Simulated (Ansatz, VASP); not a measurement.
# One calculation of TiAl, two programs

The input INCAR:

```
PREC = Accurate
ENCUT = 520
EDIFF = 1E-7
ISMEAR = 1
SIGMA = 0.4
LREAL = F
LASPH = T
NELM = 60
ALGO = Fast
ISIF = 2
LWAVE = F
LCHARG = F
GGA = PS
NBANDS = 14
```

The input KPOINTS:

```
Automatic mesh
0
Gamma
  16 16 16
```

Contents of POSCAR:

```
TiAl
1.0
    3.1790640000      0.0000000000      0.0000000000
    0.0000000000      3.1790640000      0.0000000000
    0.0000000000      0.0000000000      3.1790640000
Ti Al
1 1
Direct
    0.0000000000     -0.0629115991     -0.0314557996
    0.5000000000      0.5000000000      0.5000000000
```

Input for Ansatz:

```yaml
crystal:
  lattice:
    - [3.179064, 0.0, 0.0]
    - [0.0, 3.179064, 0.0]
    - [0.0, 0.0, 3.179064]
  atoms:
    - { symbol: Ti, position: [0.0, -0.0629115991, -0.0314557996] }
    - { symbol: Al, position: [0.5, 0.5, 0.5] }
basis:
  ecutwfc: 420
kpoints:
  mp_grid: { grid: [16, 16, 16] }
hamiltonian:
  xc: pbesol
scf:
  occupations: { method: cold, width: 0.4 }
output:
  forces: true
  stress: true
  eigenvalues: true
```

Alike in both runs: task single point; functional PBEsol; k mesh 16 × 16 × 16; no spin polarisation.

|  | VASP | Ansatz |
| --- | --- | --- |
| version | VASP 6.6.1 | Ansatz 0.2.0 |
| potentials or method | VASP PAW PBE potentials, release 64 (Ti_sv, Al), cutoff 520 eV | scalar-relativistic, plane waves, PAW |
| occupations | methfessel-paxton of order 1, width 0.4 eV | cold, width 0.4 eV |
| valence electrons in the cell | 15 | 15 |

VASP gave:

```
gap on the k mesh at the Fermi level (eV)                     : none
pressure (GPa)                                                : -0.4
traceless stress, the component that is largest in VASP (GPa) : 1.53
rms of the force components (eV/Å)                            : 0.820
```

Problem. What did Ansatz give for the same quantities?

Solution. gap on the k mesh at the Fermi level (eV): none; pressure (GPa): -0.3; traceless stress, the component that is largest in VASP (GPa): 1.57; rms of the force components (eV/Å): 0.822.

VASP's potentials were made for PBE, not for PBEsol. Atom by atom the forces differ by 0.002 eV/Å (rms over components). A gap of «none» marks a metal or a gap that the smearing closes.
